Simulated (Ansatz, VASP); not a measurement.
**Two plane-wave programs on Al2Cu**

```
Al Cu
1.0
     3.92880    0.00000    0.00000
     0.00000    3.92880    0.00000
     0.00000    0.00000    3.11550
Al Cu
2 1
Cartesian
  1.9644 0.0000 1.5577
  0.0000 1.9644 1.5577
  0.0000 0.0000 0.0000
```

Alike in both runs: task single point; functional PBE; k mesh 10 × 10 × 14; occupations gaussian, width 0.15 eV; no spin polarisation.

```csv
,VASP,Ansatz
version,VASP 6.6.1,Ansatz 0.2.0
potentials or method,"VASP PAW PBE potentials, release 64 (Al, Cu), cutoff 520 eV","scalar-relativistic, plane waves, PAW"
valence electrons in the cell,17,25
```

|  | VASP | Ansatz | Ansatz less VASP |
| --- | --- | --- | --- |
| gap on the k mesh at the Fermi level (eV) | none | none | - |
| pressure (GPa) | 2.8 | 2.9 | +0.04 |
| traceless stress, the component that is largest in VASP (GPa) | -5.49 | -5.56 | -0.069 |

A gap of «none» marks a metal or a gap that the smearing closes. The functional is the same, so the differences come from potentials, cutoffs and numerics. VASP's potentials hold 17 valence electrons a cell and Ansatz's 25, so a difference there can come from the potentials and not from the codes.
